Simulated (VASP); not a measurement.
Write the native input for VASP 6.6.1 that does the following.

| Property | Result |
| --- | --- |
| Task | single point |
| Functional | PBE |
| Potentials or basis | VASP PAW PBE potentials, release 64 (Te) |
| Cutoff | 520 eV |
| k mesh | 5 × 4 × 9 |
| Occupations | fermi-dirac, width 0.05 eV |
| Spin | no spin polarisation |
| Dipole correction | no |
| Further INCAR settings | ALGO = Normal; EDIFF = 1e-06; NBANDS = 20 |

The structure of Te lies in POSCAR:

```
Te
1.0
    5.5072689146      0.0000000000      0.0000000000
    0.0000000000      8.4247675268      0.0000000000
    0.0000000000      0.0000000000      3.1007181114
Te
4
Direct
    0.3107647500      0.3930730700      0.7638832400
    0.1892352500      0.8930730700      0.2361167600
    0.6892352500      0.6069269300      0.7638832400
    0.8107647500      0.1069269300      0.2361167600
```

These files were run (other wordings do the same):

INCAR

```
SYSTEM = Te
ALGO     = Normal         ! electronic algorithm
EDIFF    = 1E-6           ! SCF threshold, eV
ENCUT    = 520            ! plane-wave cutoff, eV
GGA      = PE             ! functional
ISIF     = 2              ! what is computed and relaxed
ISMEAR   = -1             ! smearing method
LASPH    = .TRUE.         ! aspherical terms in the spheres
LCHARG   = .TRUE.         ! write CHGCAR
LELF     = .TRUE.         ! ELF
LREAL    = .FALSE.        ! projectors in reciprocal space
LVHAR    = .TRUE.       
LWAVE    = .FALSE.        ! write WAVECAR
NBANDS   = 20             ! bands
NELM     = 100            ! most SCF steps
PREC     = Accurate       ! precision mode
SIGMA    = 0.05           ! smearing width, eV
```

KPOINTS

```
k-points
0
G
  5 4 9
  0 0 0
```

Potentials or basis: VASP PAW PBE potentials, release 64 (Te).

The run is started by

```console
$ cat potpaw_PBE.64/Te/POTCAR > POTCAR
$ mpirun -np 1 vasp_std > vasp.out
```

It gave:

| Property | Result |
| --- | --- |
| Pressure | 0.1 GPa |
| Largest force | 0.283 eV/Å |
| Band gap on the k mesh | zero (band 12 reaches 6.72 eV, above the bottom of band 13 at 3.95 eV) |

Caveat: spin-orbit coupling is left out, which moves the levels of the heavy elements.

It took 78 s on 1 thread of Intel(R) Xeon(R) Platinum 8375C CPU @ 2.90GHz (Ice Lake), on a shared host, peak memory 0.28 GiB.
